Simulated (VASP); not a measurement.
# TaSi2 (R-3m) in VASP: single point with PBE

Aim: the single point of TaSi2 with PBE.

Program: VASP 6.6.1. These are calculated values, not measurements. Logs are shortened: lines on timing, memory, paths and dates and some standing lists are left out, and cuts for length are marked.

## Step 1: The cell of the first run

It takes space group R-3m (No. 166, trigonal). The conventional cell has a = 4.541 Å, b = 4.541 Å, c = 8.815 Å, α = 90.00°, β = 90.00°, γ = 120.00°. Ta (site symmetry -3m) has 8 Si at 2.64 Å within 3.5 Å. Within 3.6 Å of Si (site symmetry 3m) lie 4 Ta at 2.64 Å and 7 Si at 2.69 to 3.54 Å.

The cell was built from a structure type or drawn by symmetry, and may not be a known phase.

## Step 2: Single point, PBE

Input file INCAR:

```
SYSTEM = TaSi2
PREC = Accurate
ENCUT = 500
EDIFF = 1E-6
ISMEAR = 0
SIGMA = 0.2
LREAL = .False.
LASPH = .True.
NELM = 120
ALGO = Normal
ISIF = 2
LWAVE = .False.
LCHARG = .True.
GGA = PE
LELF = .True.
LVHAR = .True.
NBANDS = 16
GGA_COMPAT = .False.
```

Input file KPOINTS:

```
regular mesh
0
Gamma
  6 6 6
  0 0 0
```

Input file POSCAR:

```
TaSi2
1.0
    2.2703593799      1.3107925979      2.9381746422
   -2.2703593799      1.3107925979      2.9381746422
    0.0000000000     -2.6215851996      2.9381746405
Ta Si
1 2
Direct
    0.0000000000      0.0000000000      0.0000000000
    0.7008787693      0.7008787693      0.7008787693
    0.2991212307      0.2991212307      0.2991212307
```

Potentials or basis: VASP PAW PBE potentials, release 64 (Ta_pv, Si).

Command:

```bash
cat potpaw_PBE.64/Ta_pv/POTCAR potpaw_PBE.64/Si/POTCAR > POTCAR
mpirun -np 1 vasp_std > vasp.out
```

OUTCAR:

```text
SYSTEM = TaSi2
   PREC = Accurate
   ENCUT = 500
   EDIFF = 1E-6
   ISMEAR = 0
   LREAL = .False.
   LASPH = .True.
   NELM = 120
   ISIF = 2
   GGA = PE

 ion  position               nearest neighbor table
   1  0.000  0.000  0.000-   2 2.64   3 2.64   2 2.64   2 2.64   3 2.64   3 2.64   2 2.64   3 2.64

   2  0.701  0.701  0.701-   1 2.64   1 2.64   1 2.64   1 2.64   3 2.69   3 2.69   3 2.69
   3  0.299  0.299  0.299-   1 2.64   1 2.64   1 2.64   1 2.64   2 2.69   2 2.69   2 2.69

  LATTYP: Found a trigonal (rhomboedric) cell.
 ALAT       =     3.9377124294
 COS(alpha) =     0.3351384485

  Lattice vectors:

 A1 = (   2.2703593799,   1.3107925979,   2.9381746422)
 A2 = (  -2.2703593799,   1.3107925979,   2.9381746422)
 A3 = (   0.0000000000,  -2.6215851996,   2.9381746405)

Analysis of symmetry for initial positions (statically):
=====================================================================
 Subroutine PRICEL returns:
 Original cell was already a primitive cell.

 Routine SETGRP: Setting up the symmetry group for a
 trigonal (rhombohedral) supercell.

 Subroutine GETGRP returns: Found 12 space group operations
 (whereof 12 operations were pure point group operations)
 out of a pool of 12 trial point group operations.

The static configuration has the point symmetry D_3d.

Analysis of symmetry for dynamics (positions and initial velocities):
=====================================================================
 Subroutine PRICEL returns:
 Original cell was already a primitive cell.

 Routine SETGRP: Setting up the symmetry group for a
 trigonal (rhombohedral) supercell.

 Subroutine GETGRP returns: Found 12 space group operations
 (whereof 12 operations were pure point group operations)
 out of a pool of 12 trial point group operations.

The dynamic configuration has the point symmetry D_3d.

 Subroutine INISYM returns: Found 12 space group operations
 (whereof 12 operations are pure point group operations),
 and found     1 'primitive' translations

----------------------------------------------------------------------------------------

                                     Primitive cell

  volume of cell :      52.4635

  direct lattice vectors                    reciprocal lattice vectors
     2.270359380  1.310792598  2.938174642     0.220229451  0.127149533  0.113449122
    -2.270359380  1.310792598  2.938174642    -0.220229451  0.127149533  0.113449122
     0.000000000 -2.621585200  2.938174641     0.000000000 -0.254299066  0.113449122

  length of vectors
     3.937712429  3.937712429  3.937712429     0.278457749  0.278457749  0.278457749

  position of ions in fractional coordinates (direct lattice)
     0.000000000  0.000000000  0.000000000
     0.700878769  0.700878769  0.700878769
     0.299121231  0.299121231  0.299121231

  ion indices of the primitive-cell ions
   primitive index   ion index
                 1           1
                 2           2
                 3           3

----------------------------------------------------------------------------------------

 KPOINTS: regular mesh

Automatic generation of k-mesh.
 Grid dimensions read from file:
 generate k-points for:    6    6    6

 Generating k-lattice:

  Cartesian coordinates                     Fractional coordinates (reciprocal lattice)
     0.036704909  0.021191589  0.018908187     0.166666667  0.000000000  0.000000000
    -0.036704909  0.021191589  0.018908187     0.000000000  0.166666667  0.000000000
     0.000000000 -0.042383178  0.018908187     0.000000000  0.000000000  0.166666667

  Length of vectors
     0.046409625  0.046409625  0.046409625

  Shift w.r.t. Gamma in fractional coordinates (k-lattice)
     0.000000000  0.000000000  0.000000000

 Subroutine IBZKPT returns following result:
 ===========================================

 Found     32 irreducible k-points:

 Following reciprocal coordinates:
            Coordinates               Weight
  0.000000  0.000000  0.000000      1.000000
  0.166667  0.000000  0.000000      6.000000
  0.333333  0.000000  0.000000      6.000000
  0.500000  0.000000  0.000000      3.000000
  0.166667  0.166667  0.000000      6.000000
  0.333333  0.166667  0.000000     12.000000
[... 16 lines left out ...]
  0.500000  0.500000  0.166667      6.000000
 -0.333333  0.500000  0.166667     12.000000
 [... further k-points ...]
   k-points           NKPTS =     32   k-points in BZ     NKDIM =     32   number of bands    NBANDS=     16
   number of dos      NEDOS =    301   number of ions     NIONS =      3
   total plane-waves  NPLWV =  27000
   dimension x,y,z NGX =    30 NGY =   30 NGZ =   30
   dimension x,y,z NGXF=    60 NGYF=   60 NGZF=   60
   ions per type =               1   2
   NGX,Y,Z   is equivalent  to a cutoff of  12.67, 12.67, 12.67 a.u.
   NGXF,Y,Z  is equivalent  to a cutoff of  25.33, 25.33, 25.33 a.u.
 SYSTEM =  TaSi2
   PREC   = accura    normal or accurate (medium, high low for compatibility)
   ISTART =      0    job   : 0-new  1-cont  2-samecut
   ICHARG =      2    charge: 1-file 2-atom 10-const
   ISPIN  =      1    spin polarized calculation?
   LNONCOLLINEAR =      F non collinear calculations
   LSORBIT =      F    spin-orbit coupling
   LASPH  =      T    aspherical Exc in radial PAW
   ENCUT  =  500.0 eV  36.75 Ry    6.06 a.u.   7.18  7.18  7.18*2*pi/ulx,y,z
   NELM   =    120;   NELMIN=  2; NELMDL= -5     # of ELM steps
   EDIFF  = 0.1E-05   stopping-criterion for ELM
   LREAL  =      F    real-space projection
   EDIFFG = 0.1E-04   stopping-criterion for IOM
   NSW    =      0    number of steps for IOM
   IBRION =     -1    ionic relax: 0-MD 1-quasi-New 2-CG
   NFREE  =      0    steps in history (QN), initial steepest desc. (CG)
   ISIF   =      2    stress and relaxation
   ISYM   =      2    0-nonsym 1-usesym 2-fastsym
   POTIM  = 0.5000    time-step for ionic-motion
   TEBEG  =    0.0;   TEEND  =   0.0 temperature during run
   PSTRESS=    0.0 pullay stress
   NELECT =      19.0000    total number of electrons
   NUPDOWN=      -1.0000    fix difference up-down
   EMIN   =  10.00;   EMAX   =-10.00  energy-range for DOS
   EFERMI =   0.00;   METHOD = LEGACY
   ISMEAR =     0;   SIGMA  =   0.20  broadening in eV -4-tet -1-fermi 0-gaus
   EFERMI_NEDOS =   21; number of points for ismear=-14 and -15
   IALGO  =     38    algorithm
   IMIX   =      4    mixing-type and parameters
     AMIX     =   0.40;   BMIX     =  1.00
     AMIX_MAG =   1.60;   BMIX_MAG =  1.00
  volume/ion in A,a.u.               =      17.49       118.01
  Fermi-wavevector in a.u.,A,eV,Ry     =   1.166918  2.205155 18.527010  1.361697
  Thomas-Fermi vector in A             =   2.303425
   LORBIT       =      0    0 simple, 1 ext, 2 COOP (PROOUT), +10 PAW based schemes
   GGA     = PE    functional components
   LHFCALC =     F    Hartree Fock is set to
   AEXX    =    0.0000 exact exchange contribution
   IVDW    =     0    specifies the selected vdW correction
   LEPSILON=     F    determine dielectric tensor
   LRPA    =     F    only Hartree local field effects (RPA)
 non-spin polarized calculation
 Gauss-broadening in eV      SIGMA  =   0.20
  energy-cutoff  :      500.00
  volume of cell :       52.46
 maximum number of plane-waves:      1356
 NGX is ok and might be reduce to    30
   NGX = 15   NGY = 15   NGZ = 15

 number of electron      18.9999998 magnetization

 Free energy of the ion-electron system (eV)
  ---------------------------------------------------
  ext. energy  EPLUGINS =         0.00000000
  ---------------------------------------------------
  free energy    TOTEN  =       -21.61545273 eV

  energy without entropy =      -21.55809054  energy(sigma->0) =      -21.58677163

 E-fermi :   6.8772     XC(G=0): -11.0923

 val. band max:        6.8764985501   @ k =  -0.3333   0.5000   0.3333
 cond. band min:       6.8897591926   @ k =   0.5000   0.1667   0.0000
 fundamental gap:      0.0132606426
 Fermi energy:         6.8771759040

 k-point     1 :       0.0000    0.0000    0.0000
  band No.  band energies     occupation
      1     -27.4374      2.00000
      2     -27.2713      2.00000
      3     -27.2713      2.00000
      4      -4.7174      2.00000
      5       2.7190      2.00000
      6       2.7190      2.00000
[... 8 lines left out ...]
     15      12.2549      0.00000
     16      12.2549      0.00000

 k-point     2 :       0.1667    0.0000    0.0000
  band No.  band energies     occupation
      1     -27.4417      2.00000
      2     -27.2779      2.00000
      3     -27.2714      2.00000
      4      -4.3610      2.00000
      5       1.5127      2.00000
      6       2.9975      2.00000
[... 8 lines left out ...]
     15      12.6435      0.00000
     16      13.0718      0.00000

 k-point     3 :       0.3333    0.0000    0.0000
  band No.  band energies     occupation
      1     -27.4514      2.00000
      2     -27.2901      2.00000
      3     -27.2716      2.00000
      4      -3.3509      2.00000
      5      -0.1751      2.00000
      6       3.7858      2.00000
[... 8 lines left out ...]
     15      12.4393      0.00000
     16      13.7289      0.00000

 k-point     4 :       0.5000    0.0000    0.0000
  band No.  band energies     occupation
      1     -27.4566      2.00000
      2     -27.2956      2.00000
      3     -27.2717      2.00000
      4      -1.9243      2.00000
      5      -1.8038      2.00000
      6       4.3938      2.00000
[... 8 lines left out ...]
     15      12.6258      0.00000
     16      13.6562      0.00000

 k-point     5 :       0.1667    0.1667    0.0000
  band No.  band energies     occupation
      1     -27.4462      2.00000
      2     -27.2768      2.00000
      3     -27.2752      2.00000
      4      -4.2063      2.00000
      5       1.5510      2.00000
      6       2.7921      2.00000
[... 8 lines left out ...]
     15      12.9356      0.00000
     16      13.4622      0.00000

 k-point     6 :       0.3333    0.1667    0.0000
  band No.  band energies     occupation
      1     -27.4556      2.00000
      2     -27.2873      2.00000
      3     -27.2753      2.00000
      4      -3.3815      2.00000
      5       0.2928      2.00000
      6       3.1983      2.00000
[... 8 lines left out ...]
     15      12.1568      0.00000
     16      13.8266      0.00000
[... 267 lines left out ...]
 k-point    21 :      -0.3333    0.3333    0.1667
  band No.  band energies     occupation
      1     -27.4678      2.00000
      2     -27.2946      2.00000
      3     -27.2826      2.00000
      4      -1.4448      2.00000
      5      -0.9494      2.00000
      6       2.1319      2.00000
[... 8 lines left out ...]
     15      12.8660      0.00000
     16      13.6852      0.00000

 k-point    22 :      -0.1667    0.3333    0.1667
  band No.  band energies     occupation
      1     -27.4591      2.00000
      2     -27.2905      2.00000
      3     -27.2813      2.00000
      4      -2.5480      2.00000
      5      -0.1934      2.00000
      6       2.5596      2.00000
[... 8 lines left out ...]
     15      12.7211      0.00000
     16      13.7952      0.00000

 k-point    23 :       0.5000    0.5000    0.1667
  band No.  band energies     occupation
      1     -27.4775      2.00000
      2     -27.2918      2.00000
      3     -27.2860      2.00000
      4      -1.7784      2.00000
      5      -0.0169      2.00000
      6       1.8500      2.00000
[... 8 lines left out ...]
     15      13.3719      0.00000
     16      13.6930      0.00000

 k-point    24 :      -0.3333    0.5000    0.1667
  band No.  band energies     occupation
      1     -27.4726      2.00000
      2     -27.2921      2.00000
      3     -27.2873      2.00000
      4      -1.1072      2.00000
      5      -0.7290      2.00000
      6       1.5667      2.00000
[... 8 lines left out ...]
     15      13.1566      0.00000
     16      14.0634      0.00000

 [... further k-points ...]

------------------------ aborting loop because EDIFF is reached ----------------------------------------

  FORCE on cell =-STRESS in cart. coord.  units (eV):
  Direction    XX          YY          ZZ          XY          YZ          ZX
  --------------------------------------------------------------------------------------
  -------------------------------------------------------------------------------------
  Total        0.1111941      0.1111941     -0.0106943      0.0000000      0.0000000      0.0000000
  in kB        3.3957448      3.3957448     -0.3265922      0.0000000      0.0000000      0.0000000
  external PRESSURE =       2.1549658 kB  Pullay stress =       0.0000000 kB

 VOLUME and BASIS-vectors are now :
 -----------------------------------------------------------------------------
  energy-cutoff  :      500.00
  volume of cell :       52.46
      direct lattice vectors                 reciprocal lattice vectors
     2.270359380  1.310792598  2.938174642     0.220229451  0.127149533  0.113449122
    -2.270359380  1.310792598  2.938174642    -0.220229451  0.127149533  0.113449122
     0.000000000 -2.621585200  2.938174641     0.000000000 -0.254299066  0.113449122

 POSITION                                       TOTAL-FORCE (eV/Angst)
 -----------------------------------------------------------------------------------
      0.00000      0.00000      0.00000         0.000000      0.000000      0.000000
      0.00000     -0.00000      6.17791        -0.000000     -0.000000      0.004035
      0.00000     -0.00000      2.63661        -0.000000      0.000000     -0.004035
 -----------------------------------------------------------------------------------
    total drift:                               -0.000000     -0.000000     -0.000000

  FREE ENERGIE OF THE ION-ELECTRON SYSTEM (eV)
  ---------------------------------------------------
  free  energy   TOTEN  =       -21.6154527253 eV

  energy  without entropy=      -21.5580905416  energy(sigma->0) =      -21.58677163
```

It took 14 s on 1 thread of AMD EPYC 9R45 (Zen 5), shared host; peak memory 0.15 GiB.

What came out:

```yaml
Free_energy: -21.6155 eV
Pressure: 0.2 GPa
Largest_force: 0.004 eV/Å
Band_gap_on_the_k_mesh: zero (an odd number of electrons rules out a gap without spin polarisation)
```

Forces on the atoms (eV/Å):
```
Ta   0.000  0.000  0.000
Si   0.000  0.000  0.004
Si   0.000  0.000 -0.004
```

Stress tensor (GPa, compression positive):
```
 0.34  0.00  0.00
 0.00  0.34  0.00
 0.00  0.00 -0.03
```

Caveat: spin-orbit coupling is left out, which moves the levels of the heavy elements.
